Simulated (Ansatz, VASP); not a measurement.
## One calculation of BN, two programs

```
B N
1.0
     2.44979    0.00000    0.00000
    -1.22489    2.12158    0.00000
     0.00000    0.00000    6.75241
B N
2 2
Direct
  0.33333 0.66667 0.25000
  0.66667 0.33333 0.75000
  0.66667 0.33333 0.25000
  0.33333 0.66667 0.75000
```

Alike in both runs: task single point; functional r2SCAN; k mesh 9 × 9 × 4; no spin polarisation.

|  | VASP | Ansatz |
| --- | --- | --- |
| version | VASP 6.6.1 | Ansatz 0.2.0 |
| potentials or method | VASP PAW PBE potentials, release 64 (B, N) | plane waves, PAW |
| plane-wave cutoff (eV) | 520 | 500 |
| occupations | gaussian, width 0.01 eV | fixed |
| valence electrons in the cell | 16 | 16 |

|  | VASP | Ansatz | Ansatz less VASP |
| --- | --- | --- | --- |
| gap on the k mesh at the Fermi level (eV) | 5.16 | 5.11 | -0.048 |
| pressure (GPa) | 17.0 | 16.6 | -0.41 |
| traceless stress, the component that is largest in VASP (GPa) | -16.85 | -16.11 | +0.734 |

VASP's potentials were made for PBE, not for r2SCAN.
